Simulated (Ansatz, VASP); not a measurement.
Tl: VASP beside Ansatz

```xyz
2
Lattice="0.0000 3.3576 3.3576 3.3576 0.0000 3.3576 3.3576 3.3576 0.0000" Properties=species:S:1:pos:R:3 pbc="T T T"
Tl    0.8394    0.8394    0.8394
Tl    5.8757    5.8757    5.8757
```

Alike in both runs: task relaxation of cell and atoms; functional PBE; k mesh 8 × 8 × 8; occupations fermi-dirac, width 0.1 eV; no spin polarisation.

|  | VASP | Ansatz |
| --- | --- | --- |
| version | VASP 6.6.1 | Ansatz 0.2.0 |
| potentials or method | VASP PAW PBE potentials, release 64 (Tl_d), cutoff 600 eV | plane waves (420 eV) with PAW, scalar-relativistic |
| valence electrons in the cell | 26 | 26 |

```tsv
	VASP	Ansatz	Ansatz less VASP
relaxed volume (Å³/atom)	45.20	45.35	+0.146
relaxed cell length with the largest relative difference (Å)	5.038	5.043	+0.0054
```

Spin-orbit coupling is off throughout. Noted on VASP's run: the volume moved by over 15 % at a fixed basis, so the end points are rough.
